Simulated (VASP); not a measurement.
# AgO2 (fluorite type) (Fm-3m) in VASP: a series of runs

AgO2 (fluorite type) is run at these levels: PBE, r2SCAN; tasks: single point.

Everything below comes from runs of VASP 6.6.1. Logs are shortened: lines on timing, memory, paths and dates and some standing lists are left out, and cuts for length are marked.

## Step 1: The cell of the first run

Symmetry: Fm-3m, No. 225, cubic system. The conventional cell has a = 5.263 Å, b = 5.263 Å, c = 5.263 Å, α = 90.00°, β = 90.00°, γ = 90.00°. Within 3.0 Å of Ag (site symmetry m-3m) lie 8 O at 2.28 Å. Within 3.0 Å of O (site symmetry -43m) lie 4 Ag at 2.28 Å and 6 O at 2.63 Å.

## Step 2: Single point, PBE

File INCAR:

```
PREC = Accurate
ENCUT = 520
EDIFF = 1E-6
ISMEAR = -1
SIGMA = 0.06122561905347299
LREAL = False
LASPH = True
NELM = 60
ALGO = Normal
ISIF = 2
LWAVE = False
LCHARG = False
GGA = PE
NBANDS = 18
```

File KPOINTS:

```
Automatic mesh
0
Gamma
  12 12 12
```

File POSCAR:

```
AgO2
1.0
    0.0000000000      2.6315665838      2.6315665838
    2.6315665838      0.0000000000      2.6315665838
    2.6315665838      2.6315665838      0.0000000000
Ag O
1 2
Direct
    0.0000000000      0.0000000000      0.0000000000
    0.2500000000      0.2500000000      0.2500000000
    0.7500000000      0.7500000000      0.7500000000
```

Potentials or basis: VASP PAW PBE potentials, release 64 (Ag, O).

Started as:

```console
$ cat potpaw_PBE.64/Ag/POTCAR potpaw_PBE.64/O/POTCAR > POTCAR
$ mpirun -np 1 vasp_std > vasp.out
```

OUTCAR:

```text
PREC = Accurate
   ENCUT = 520
   EDIFF = 1E-6
   ISMEAR = -1
   LREAL = False
   LASPH = True
   NELM = 60
   ISIF = 2
   GGA = PE

 ion  position               nearest neighbor table
   1  0.000  0.000  0.000-   2 2.28   3 2.28   3 2.28   3 2.28   3 2.28   2 2.28   2 2.28   2 2.28

   2  0.250  0.250  0.250-   1 2.28   1 2.28   1 2.28   1 2.28
   3  0.750  0.750  0.750-   1 2.28   1 2.28   1 2.28   1 2.28

  LATTYP: Found a face centered cubic cell.
 ALAT       =     5.2631331676

  Lattice vectors:

 A1 = (   0.0000000000,   2.6315665838,   2.6315665838)
 A2 = (   2.6315665838,   0.0000000000,   2.6315665838)
 A3 = (   2.6315665838,   2.6315665838,   0.0000000000)

Analysis of symmetry for initial positions (statically):
=====================================================================
 Subroutine PRICEL returns:
 Original cell was already a primitive cell.

 Routine SETGRP: Setting up the symmetry group for a
 face centered cubic supercell.

 Subroutine GETGRP returns: Found 48 space group operations
 (whereof 48 operations were pure point group operations)
 out of a pool of 48 trial point group operations.

The static configuration has the point symmetry O_h .

Analysis of symmetry for dynamics (positions and initial velocities):
=====================================================================
 Subroutine PRICEL returns:
 Original cell was already a primitive cell.

 Routine SETGRP: Setting up the symmetry group for a
 face centered cubic supercell.

 Subroutine GETGRP returns: Found 48 space group operations
 (whereof 48 operations were pure point group operations)
 out of a pool of 48 trial point group operations.

The dynamic configuration has the point symmetry O_h .

 Subroutine INISYM returns: Found 48 space group operations
 (whereof 48 operations are pure point group operations),
 and found     1 'primitive' translations

----------------------------------------------------------------------------------------

                                     Primitive cell

  volume of cell :      36.4479

  direct lattice vectors                    reciprocal lattice vectors
     0.000000000  2.631566584  2.631566584    -0.190000893  0.190000893  0.190000893
     2.631566584  0.000000000  2.631566584     0.190000893 -0.190000893  0.190000893
     2.631566584  2.631566584  0.000000000     0.190000893  0.190000893 -0.190000893

  length of vectors
     3.721597153  3.721597153  3.721597153     0.329091200  0.329091200  0.329091200

  position of ions in fractional coordinates (direct lattice)
     0.000000000  0.000000000  0.000000000
     0.250000000  0.250000000  0.250000000
     0.750000000  0.750000000  0.750000000

  ion indices of the primitive-cell ions
   primitive index   ion index
                 1           1
                 2           2
                 3           3

----------------------------------------------------------------------------------------

 KPOINTS: Automatic mesh

Automatic generation of k-mesh.
 Grid dimensions read from file:
 generate k-points for:   12   12   12

 Generating k-lattice:

  Cartesian coordinates                     Fractional coordinates (reciprocal lattice)
    -0.015833408  0.015833408  0.015833408     0.083333333  0.000000000  0.000000000
     0.015833408 -0.015833408  0.015833408     0.000000000  0.083333333  0.000000000
     0.015833408  0.015833408 -0.015833408     0.000000000  0.000000000  0.083333333

  Length of vectors
     0.027424267  0.027424267  0.027424267

  Shift w.r.t. Gamma in fractional coordinates (k-lattice)
     0.000000000  0.000000000  0.000000000

 Subroutine IBZKPT returns following result:
 ===========================================

 Found     72 irreducible k-points:

 Following reciprocal coordinates:
            Coordinates               Weight
  0.000000  0.000000  0.000000      1.000000
  0.083333  0.000000  0.000000      8.000000
  0.166667  0.000000  0.000000      8.000000
  0.250000  0.000000  0.000000      8.000000
  0.333333  0.000000  0.000000      8.000000
  0.416667  0.000000  0.000000      8.000000
[... 16 lines left out ...]
  0.500000  0.166667  0.000000     24.000000
 -0.416667  0.166667  0.000000     24.000000
 [... further k-points ...]
   k-points           NKPTS =     72   k-points in BZ     NKDIM =     72   number of bands    NBANDS=     18
   number of dos      NEDOS =    301   number of ions     NIONS =      3
   total plane-waves  NPLWV =  21952
   dimension x,y,z NGX =    28 NGY =   28 NGZ =   28
   dimension x,y,z NGXF=    56 NGYF=   56 NGZF=   56
   ions per type =               1   2
   NGX,Y,Z   is equivalent  to a cutoff of  12.51, 12.51, 12.51 a.u.
   NGXF,Y,Z  is equivalent  to a cutoff of  25.02, 25.02, 25.02 a.u.
 SYSTEM =  unknown system
   PREC   = accura    normal or accurate (medium, high low for compatibility)
   ISTART =      0    job   : 0-new  1-cont  2-samecut
   ICHARG =      2    charge: 1-file 2-atom 10-const
   ISPIN  =      1    spin polarized calculation?
   LNONCOLLINEAR =      F non collinear calculations
   LSORBIT =      F    spin-orbit coupling
   LASPH  =      T    aspherical Exc in radial PAW
   ENCUT  =  520.0 eV  38.22 Ry    6.18 a.u.   6.92  6.92  6.92*2*pi/ulx,y,z
   NELM   =     60;   NELMIN=  2; NELMDL= -5     # of ELM steps
   EDIFF  = 0.1E-05   stopping-criterion for ELM
   LREAL  =      F    real-space projection
   EDIFFG = 0.1E-04   stopping-criterion for IOM
   NSW    =      0    number of steps for IOM
   IBRION =     -1    ionic relax: 0-MD 1-quasi-New 2-CG
   NFREE  =      0    steps in history (QN), initial steepest desc. (CG)
   ISIF   =      2    stress and relaxation
   ISYM   =      2    0-nonsym 1-usesym 2-fastsym
   POTIM  = 0.5000    time-step for ionic-motion
   TEBEG  =    0.0;   TEEND  =   0.0 temperature during run
   PSTRESS=    0.0 pullay stress
   NELECT =      23.0000    total number of electrons
   NUPDOWN=      -1.0000    fix difference up-down
   EMIN   =  10.00;   EMAX   =-10.00  energy-range for DOS
   EFERMI =   0.00;   METHOD = LEGACY
   ISMEAR =    -1;   SIGMA  =   0.06  broadening in eV -4-tet -1-fermi 0-gaus
   EFERMI_NEDOS =   21; number of points for ismear=-14 and -15
   IALGO  =     38    algorithm
   IMIX   =      4    mixing-type and parameters
     AMIX     =   0.40;   BMIX     =  1.00
     AMIX_MAG =   1.60;   BMIX_MAG =  1.00
  volume/ion in A,a.u.               =      12.15        81.99
  Fermi-wavevector in a.u.,A,eV,Ry     =   1.404192  2.653538 26.827348  1.971754
  Thomas-Fermi vector in A             =   2.526778
   LORBIT       =      0    0 simple, 1 ext, 2 COOP (PROOUT), +10 PAW based schemes
   GGA     = PE    functional components
   LHFCALC =     F    Hartree Fock is set to
   AEXX    =    0.0000 exact exchange contribution
   IVDW    =     0    specifies the selected vdW correction
   LEPSILON=     F    determine dielectric tensor
   LRPA    =     F    only Hartree local field effects (RPA)
 non-spin polarized calculation
  energy-cutoff  :      520.00
  volume of cell :       36.45
 maximum number of plane-waves:      1002
   NGX = 13   NGY = 13   NGZ = 13

 number of electron      23.0000005 magnetization

 Free energy of the ion-electron system (eV)
  ---------------------------------------------------
  ext. energy  EPLUGINS =         0.00000000
  ---------------------------------------------------
  free energy    TOTEN  =       -11.03738007 eV

  energy without entropy =      -10.96924068  energy(sigma->0) =      -11.00331038

 E-fermi :   3.7550     XC(G=0): -11.1367

 val. band max:        3.7466971691   @ k =  -0.4167   0.3333   0.0000
 cond. band min:       3.7555776302   @ k =  -0.2500   0.1667   0.0000
 fundamental gap:      0.0088804610
 Fermi energy:         3.7549610531

 k-point     1 :       0.0000    0.0000    0.0000
  band No.  band energies     occupation
      1     -14.6033      2.00000
      2     -12.2665      2.00000
      3      -2.3726      2.00000
      4      -2.3726      2.00000
      5      -2.3726      2.00000
      6      -0.0798      2.00000
[... 10 lines left out ...]
     17      15.5001      0.00000
     18      21.0889      0.00000

 k-point     2 :       0.0833    0.0000    0.0000
  band No.  band energies     occupation
      1     -14.5585      2.00000
      2     -12.3164      2.00000
      3      -2.3325      2.00000
      4      -2.3325      2.00000
      5      -2.2472      2.00000
      6      -0.1058      2.00000
[... 10 lines left out ...]
     17      15.6513      0.00000
     18      21.6392      0.00000

 k-point     3 :       0.1667    0.0000    0.0000
  band No.  band energies     occupation
      1     -14.4292      2.00000
      2     -12.4553      2.00000
      3      -2.2219      2.00000
      4      -2.2219      2.00000
      5      -1.8914      2.00000
      6      -0.1630      2.00000
[... 10 lines left out ...]
     17      16.0842      0.00000
     18      22.3182      0.00000

 k-point     4 :       0.2500    0.0000    0.0000
  band No.  band energies     occupation
      1     -14.2309      2.00000
      2     -12.6563      2.00000
      3      -2.0709      2.00000
      4      -2.0709      2.00000
      5      -1.3580      2.00000
      6      -0.2006      2.00000
[... 375 lines left out ...]
      4      -1.7384      2.00000
      5      -0.8600      2.00000
      6      -0.2632      2.00000
[... 10 lines left out ...]
     17      18.0728      0.00000
     18      19.5745      0.00000

 k-point    23 :       0.5000    0.1667    0.0000
  band No.  band energies     occupation
      1     -13.5867      2.00000
      2     -13.2313      2.00000
      3      -1.8084      2.00000
      4      -1.6331      2.00000
      5      -0.6868      2.00000
      6      -0.0508      2.00000
[... 10 lines left out ...]
     17      18.5419      0.00000
     18      19.4274      0.00000

 k-point    24 :      -0.4167    0.1667    0.0000
  band No.  band energies     occupation
      1     -13.5126      2.00000
      2     -13.3046      2.00000
      3      -1.8444      2.00000
      4      -1.5835      2.00000
      5      -0.4650      2.00000
      6      -0.2529      2.00000
[... 10 lines left out ...]
     17      18.6679      0.00000
     18      19.6629      0.00000

 [... further k-points ...]

------------------------ aborting loop because EDIFF is reached ----------------------------------------

  FORCE on cell =-STRESS in cart. coord.  units (eV):
  Direction    XX          YY          ZZ          XY          YZ          ZX
  --------------------------------------------------------------------------------------
  -------------------------------------------------------------------------------------
  Total       -1.6445237     -1.6445237     -1.6445237      0.0000000      0.0000000      0.0000000
  in kB      -72.2899032    -72.2899032    -72.2899032      0.0000000      0.0000000      0.0000000
  external PRESSURE =     -72.2899032 kB  Pullay stress =       0.0000000 kB

 VOLUME and BASIS-vectors are now :
 -----------------------------------------------------------------------------
  energy-cutoff  :      520.00
  volume of cell :       36.45
      direct lattice vectors                 reciprocal lattice vectors
     0.000000000  2.631566584  2.631566584    -0.190000893  0.190000893  0.190000893
     2.631566584  0.000000000  2.631566584     0.190000893 -0.190000893  0.190000893
     2.631566584  2.631566584  0.000000000     0.190000893  0.190000893 -0.190000893

 POSITION                                       TOTAL-FORCE (eV/Angst)
 -----------------------------------------------------------------------------------
      0.00000      0.00000      0.00000         0.000000      0.000000     -0.000000
      1.31578      1.31578      1.31578         0.000000      0.000000      0.000000
      3.94735      3.94735      3.94735        -0.000000     -0.000000     -0.000000
 -----------------------------------------------------------------------------------
    total drift:                                0.000000      0.000000      0.000000

  FREE ENERGIE OF THE ION-ELECTRON SYSTEM (eV)
  ---------------------------------------------------
  free  energy   TOTEN  =       -11.0373800736 eV

  energy  without entropy=      -10.9692406846  energy(sigma->0) =      -11.00331038
```

It took 64 s on 1 thread of Intel Xeon 8259CL, shared host; peak memory 0.19 GiB.

Results:

| Quantity | Value |
| --- | --- |
| Free energy | -11.0374 eV |
| Pressure | -7.2 GPa |
| Band gap on the k mesh | zero (an odd number of electrons rules out a gap without spin polarisation) |

Caveat: the cell stands under tension; an odd number of electrons without spin polarisation forces a metal; a magnetic or distorted state may lie lower.

## Step 3: Single point, PBE

File INCAR:

```
SYSTEM = AgO2
PREC = Accurate
ENCUT = 520
EDIFF = 1E-6
ISMEAR = -1
SIGMA = 0.06122561905347299
LREAL = .FALSE.
LASPH = .TRUE.
NELM = 100
ALGO = Normal
ISIF = 2
LWAVE = .FALSE.
LCHARG = .FALSE.
GGA = PE
NBANDS = 18
```

File KPOINTS:

```
Automatic mesh
0
G
  12 12 12
  0 0 0
```

POSCAR is that of step 2.

Potentials or basis: VASP PAW PBE potentials, release 64 (Ag, O).

Started as:

```console
$ cat potpaw_PBE.64/Ag/POTCAR potpaw_PBE.64/O/POTCAR > POTCAR
$ mpirun -np 1 vasp_std > vasp.out
```

Wall time 66 s (1 thread of Intel Xeon 8259CL, shared host); peak memory 0.19 GiB.

It converged, with:

* Free energy: -11.0374 eV
* Pressure: -7.2 GPa
* Band gap on the k mesh: zero (an odd number of electrons rules out a gap without spin polarisation)

Levels at points of the mesh, in eV from the Fermi level:
| k point | band 9 | band 10 | band 11 | band 12 | band 13 | band 14 |
| --- | --- | --- | --- | --- | --- | --- |
| (0.00, 0.00, 0.00) | -1.10 | -1.10 | 0.22 | 0.22 | 0.22 | 4.27 |
| (0.50, 0.00, 0.00) | -2.80 | -2.36 | -2.36 | 0.24 | 0.24 | 8.41 |
| (0.50, 0.50, 0.00) | -3.16 | -2.87 | -0.43 | 0.42 | 0.42 | 8.66 |

Caveat: the cell stands under tension; an odd number of electrons without spin polarisation forces a metal; a magnetic or distorted state may lie lower.

## Step 4: Single point, r2SCAN

This run uses another cell than the first one, of 10.54 Å³/atom.

File POSCAR:

```
AgO2
1.0
    0.0000000000      2.5102001452      2.5102001452
    2.5102001452      0.0000000000      2.5102001452
    2.5102001452      2.5102001452      0.0000000000
Ag O
1 2
Direct
    0.0000000000      0.0000000000      0.0000000000
    0.2500000000      0.2500000000      0.2500000000
    0.7500000000      0.7500000000      0.7500000000
```

File INCAR.step1:

```
SYSTEM = AgO2
PREC     = Accurate       ! precision mode
ENCUT    = 520            ! plane-wave cutoff, eV
ISMEAR   = -1             ! smearing method
SIGMA    = 0.1            ! smearing width, eV
LREAL    = .False.        ! projectors in reciprocal space
LASPH    = .True.         ! aspherical terms in the spheres
NELM     = 60             ! most SCF steps
NBANDS   = 18             ! bands
GGA      = PE             ! functional
ALGO     = Normal         ! electronic algorithm
EDIFF    = 1E-4           ! SCF threshold, eV
LWAVE    = .True.         ! write WAVECAR
LCHARG   = .False.        ! write CHGCAR
```

File INCAR.step2:

```
SYSTEM = AgO2
PREC     = Accurate       ! precision mode
ENCUT    = 520            ! plane-wave cutoff, eV
EDIFF    = 1E-6           ! SCF threshold, eV
ISMEAR   = -1             ! smearing method
SIGMA    = 0.1            ! smearing width, eV
LREAL    = .False.        ! projectors in reciprocal space
LASPH    = .True.         ! aspherical terms in the spheres
NELM     = 60             ! most SCF steps
ALGO     = Normal         ! electronic algorithm
ISIF     = 2              ! what is computed and relaxed
LWAVE    = .False.        ! write WAVECAR
LCHARG   = .True.         ! write CHGCAR
METAGGA  = R2SCAN         ! meta-GGA
LMIXTAU  = .True.       
LELF     = .True.         ! ELF
LVHAR    = .True.       
NBANDS   = 18             ! bands
ISTART   = 1
```

File KPOINTS:

```
regular mesh
0
Gamma
  11 11 11
  0 0 0
```

Started as:

```console
$ cat potpaw_PBE.64/Ag/POTCAR potpaw_PBE.64/O/POTCAR > POTCAR
$ cp INCAR.step1 INCAR
$ mpirun -np 1 vasp_std > vasp.out
$ cp INCAR.step2 INCAR
$ mpirun -np 1 vasp_std > vasp.out
```

Wall time 3.4 min (1 thread of Intel Xeon 8259CL, shared host); peak memory 0.19 GiB.

The run converged. Its results:

```yaml
Free_energy: -31.7123 eV
Pressure: 9.5 GPa
Band_gap_on_the_k_mesh: zero (an odd number of electrons rules out a gap without spin polarisation)
```

Levels at points of the mesh, in eV from the Fermi level:
| k point | band 7 | band 8 | band 9 | band 10 | band 11 | band 12 | band 13 | band 14 | band 15 | band 16 |
| --- | --- | --- | --- | --- | --- | --- | --- | --- | --- | --- |
| (0.00, 0.00, 0.00) | -4.60 | -1.55 | -1.55 | -1.55 | 0.40 | 0.40 | 0.40 | 5.53 | 12.79 | 12.79 |

Caveat: the cell stands under pressure; the PAW data sets were made with another functional, which shifts forces and pressure a little; an odd number of electrons without spin polarisation forces a metal; a magnetic or distorted state may lie lower.

## Step 5: Single point, r2SCAN

This run uses another cell than the first one, of 10.54 Å³/atom.

POSCAR is that of step 4.

File INCAR.step1:

```
ALGO = Normal
EDIFF = 1E-4
ENCUT = 520
GGA = PE
ISMEAR = -1
LASPH = True
LCHARG = False
LREAL = False
LWAVE = True
NBANDS = 18
NELM = 100
PREC = Accurate
SIGMA = 0.1
```

File INCAR.step2:

```
ALGO = Normal
EDIFF = 1E-6
ENCUT = 520
ISIF = 2
ISMEAR = -1
ISTART = 1
LASPH = True
LCHARG = True
LELF = True
LMIXTAU = True
LREAL = False
LVHAR = True
LWAVE = False
METAGGA = R2SCAN
NBANDS = 18
NELM = 100
PREC = Accurate
SIGMA = 0.1
```

File KPOINTS:

```
k-points
0
Gamma
  11 11 11
```

Started as:

```console
$ cat potpaw_PBE.64/Ag/POTCAR potpaw_PBE.64/O/POTCAR > POTCAR
$ cp INCAR.step1 INCAR
$ mpirun -np 1 vasp_std > vasp.out
$ cp INCAR.step2 INCAR
$ mpirun -np 1 vasp_std > vasp.out
```

Run time: 3.4 min. Hardware: 1 thread of Intel Xeon 8259CL, shared host; peak memory 0.19 GiB.

The run converged. Its results:

| Quantity | Value |
| --- | --- |
| Free energy | -31.7123 eV |
| Pressure | 9.5 GPa |
| Band gap on the k mesh | zero (an odd number of electrons rules out a gap without spin polarisation) |

Levels at points of the mesh, in eV from the Fermi level:
| k point | band 9 | band 10 | band 11 | band 12 | band 13 | band 14 |
| --- | --- | --- | --- | --- | --- | --- |
| (0.00, 0.00, 0.00) | -1.55 | -1.55 | 0.40 | 0.40 | 0.40 | 5.53 |

Caveat: the cell stands under pressure; the PAW data sets were made with another functional, which shifts forces and pressure a little; an odd number of electrons without spin polarisation forces a metal; a magnetic or distorted state may lie lower.
